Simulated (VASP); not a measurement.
Input of a VASP 6.6.1 run:

The input INCAR:

```
PREC = Accurate ; ENCUT = 520
EDIFF = 1E-6 ; ISMEAR = -1
SIGMA = 0.02 ; LREAL = F
LASPH = T ; NELM = 60
ALGO = Normal ; ISIF = 2
LWAVE = F ; LCHARG = F
GGA = PE ; NBANDS = 15
```

The input KPOINTS:

```
regular mesh
0
Gamma
  8 8 8
```

The input POSCAR:

```
KF
1.0
    3.1788707423      0.0000000000      0.0000000000
    0.0000000000      3.1788707423      0.0000000000
    0.0000000000      0.0000000000      3.0100727058
K F
1 1
Direct
    0.0000000000      0.0000000000      0.0000000000
    0.5000000000      0.5000000000      0.5000000000
```

Potentials or basis: VASP PAW PBE potentials, release 64 (K_sv, F).

Run with:

```sh
$ cat potpaw_PBE.64/K_sv/POTCAR potpaw_PBE.64/F/POTCAR > POTCAR
$ mpirun -np 1 vasp_std > vasp.out
```

**Question.** What does it give for the band gap on the k mesh?

**Answer.** 7.07 eV, indirect (least direct gap 7.09 eV).

**Question.** What does it give for the pressure?

**Answer.** 6.0 GPa.

Stress tensor (GPa, compression positive):
```
4.12 0.00 0.00
0.00 4.12 0.00
0.00 0.00 9.66
```

Caveat: the cell differs from its parent crystal (uniaxial z strain -5.3%). A k mesh can miss the band edges.
